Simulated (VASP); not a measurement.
Here is a VASP 6.6.1 calculation.

Contents of INCAR:

```
PREC = Accurate
ENCUT = 520
EDIFF = 1E-6
ISMEAR = -1
SIGMA = 0.08
LREAL = F
LASPH = T
NELM = 60
ALGO = Normal
ISIF = 2
LWAVE = F
LCHARG = F
GGA = PE
NBANDS = 12
```

Contents of KPOINTS:

```
Automatic mesh
0
Gamma
  17 17 17
```

The input POSCAR:

```
Zn
1.0
    2.4410052518      0.0000000000      0.0000000000
    0.0000000000      2.4410052518      0.0000000000
    0.0000000000      0.0000000000      2.4410052518
Zn
1
Direct
    0.0000000000      0.0000000000      0.0000000000
```

Potentials or basis: VASP PAW PBE potentials, release 64 (Zn).

Command:

```console
$ cat potpaw_PBE.64/Zn/POTCAR > POTCAR
$ mpirun -np 1 vasp_std > vasp.out
```

(1) Estimate the pressure.

(2) Estimate the band gap on the k mesh.

## Answers

(1) 19.4 GPa.

(2) zero (band 6 reaches 9.09 eV, above the bottom of band 7 at 0.98 eV).
